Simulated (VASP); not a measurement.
**As: single point with PBE+D3(BJ)**

Slab: As, a slab with vacuum.

```
CELL_PARAMETERS angstrom
3.46300 0.00000 0.00000
-1.73150 2.99905 0.00000
0.00000 0.00000 28.57424
ATOMIC_POSITIONS crystal
As 0.33333 0.66667 0.48952
As 0.66667 0.33333 0.51048
```

```yaml
Program: VASP 6.6.1
Task: single point
Functional: PBE
Dispersion: D3(BJ)
Potentials_or_basis: VASP PAW PBE potentials, release 64 (As)
Cutoff: 520 eV
k_mesh: 9 × 9 × 1
Occupations: gaussian, width 0.02 eV
Spin: no spin polarisation
Dipole_correction: yes
Further_INCAR_settings: ALGO = Normal; EDIFF = 1e-07; NBANDS = 12
```

The largest force is 7.262 eV/Å, the band gap on the k mesh is zero (band 5 reaches -1.89 eV, above the bottom of band 6 at -3.50 eV) and the dispersion energy per atom is -0.234 eV.

Forces on the atoms (eV/Å):
```
As   0.000  0.000 -7.262
As   0.000  0.000  7.262
```

Levels at points of the mesh, in eV from the Fermi level:
```tsv
k point	band 1	band 2	band 3	band 4	band 5	band 6	band 7	band 8	band 9	band 10
(0.00, 0.00, 0.00)	-18.20	-7.07	-4.30	-4.30	-0.88	0.50	1.47	1.47	3.41	3.82
```

Run time: 120 s on 1 thread of Intel(R) Xeon(R) Platinum 8259CL CPU @ 2.50GHz (Skylake/Cascade Lake), on a shared host, peak memory 0.42 GiB.
